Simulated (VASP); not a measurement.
Write the native input for VASP 6.6.1 that does the following.

```
Task                   : single point
Functional             : PBE
Potentials or basis    : VASP PAW PBE potentials, release 64 (Ga_d, P)
Cutoff                 : 500 eV
k mesh                 : 8 × 8 × 8
Occupations            : gaussian, width 0.01 eV
Spin                   : no spin polarisation
Dipole correction      : no
Further INCAR settings : ALGO = Normal; EDIFF = 1e-06; NBANDS = 16
```

The structure of GaP lies in POSCAR:

```
GaP
1.0
    0.0000000000      2.6921874410      2.6921874410
    2.6921874410      0.0000000000      2.6921874410
    2.6921874410      2.6921874410      0.0000000000
Ga P
1 1
Direct
    0.0000000000      0.0000000000      0.0000000000
    0.7500000000      0.7500000000      0.7500000000
```

One way to write it, as run:

INCAR

```
SYSTEM = GaP
PREC = Accurate
ENCUT = 500
EDIFF = 1E-6
ISMEAR = 0
SIGMA = 0.01
LREAL = .FALSE.
LASPH = .TRUE.
NELM = 120
ALGO = Normal
ISIF = 2
LWAVE = .FALSE.
LCHARG = .FALSE.
GGA = PE
NBANDS = 16
GGA_COMPAT = .FALSE.
```

KPOINTS

```
regular mesh
0
G
  8 8 8
  0 0 0
```

Potentials or basis: VASP PAW PBE potentials, release 64 (Ga_d, P).

Run with:

```console
$ cat potpaw_PBE.64/Ga_d/POTCAR potpaw_PBE.64/P/POTCAR > POTCAR
$ mpirun -np 1 vasp_std > vasp.out
```

Results of the run:

| Property | Result |
| --- | --- |
| Pressure | 5.9 GPa |
| Band gap on the k mesh | 1.58 eV, indirect (least direct gap 2.13 eV) |

It took 12 s on 1 thread of Intel(R) Xeon(R) 6975P-C (Granite Rapids), with other jobs on the host, peak memory 0.15 GiB.
